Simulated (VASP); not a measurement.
Set up this calculation in VASP 6.6.1, as the native input.

* Task: single point
* Functional: PBE
* Dispersion: D3(BJ)
* Potentials or basis: VASP PAW PBE potentials, release 64 (Si, N)
* Cutoff: 520 eV
* k mesh: 7 × 5 × 1
* Occupations: gaussian, width 0.05 eV
* Spin: no spin polarisation
* Dipole correction: yes
* Further INCAR settings: ALGO = Normal; EDIFF = 1e-06; NBANDS = 27

The structure of Si3N lies in POSCAR:

```
Si3N
1.0
    3.8333442755      0.0000000000      0.0000000000
    0.0000000000      5.4211674636      0.0000000000
    0.0000000000      0.0000000000     22.4877586337
Si N
6 2
Direct
    0.5000000000      0.0000000000      0.1778745523
    0.0000000000      0.2500000000      0.1778745523
    0.0000000000      0.5038839981      0.2608672216
    0.5000000000      0.7461160019      0.2608672216
    0.5000000000      0.0086033066      0.3418641564
    0.0000000000      0.2413966934      0.3418641564
    0.6666666667      0.1752699732      0.5063981173
    0.6666666667      0.1752699732      0.5553136192
```

One way to write it, as run:

INCAR

```
ALGO     = Normal         # electronic algorithm
DIPOL    = 0.5 0.5 0.328
EDIFF    = 1E-6           # SCF threshold, eV
ENCUT    = 520            # plane-wave cutoff, eV
GGA      = PE             # functional
IDIPOL   = 3            
ISIF     = 2              # what is computed and relaxed
ISMEAR   = 0              # smearing method
IVDW     = 12             # dispersion correction
LASPH    = True           # aspherical terms in the spheres
LCHARG   = False          # write CHGCAR
LDIPOL   = True         
LREAL    = False          # projectors in reciprocal space
LWAVE    = False          # write WAVECAR
NBANDS   = 27             # bands
NELM     = 60             # most SCF steps
PREC     = Accurate       # precision mode
SIGMA    = 0.05           # smearing width, eV
```

KPOINTS

```
k-points
0
Gamma
  7 5 1
```

Potentials or basis: VASP PAW PBE potentials, release 64 (Si, N).

The run is started by

```sh
$ cat potpaw_PBE.64/Si/POTCAR potpaw_PBE.64/N/POTCAR > POTCAR
$ mpirun -np 1 vasp_std > vasp.out
```

Results of the run:

```json
{"Largest force": "2.128 eV/Å", "Band gap on the k mesh": "zero (bands 17 and 18 overlap by 0.30 eV)", "Dispersion energy per atom": "-0.201 eV"}
```

Caveat: the standard files for N, O and F lose accuracy on very short bonds.

It took 5.5 min on 1 thread of Intel(R) Xeon(R) Platinum 8259CL CPU @ 2.50GHz (Skylake/Cascade Lake), on a shared host, peak memory 0.57 GiB.
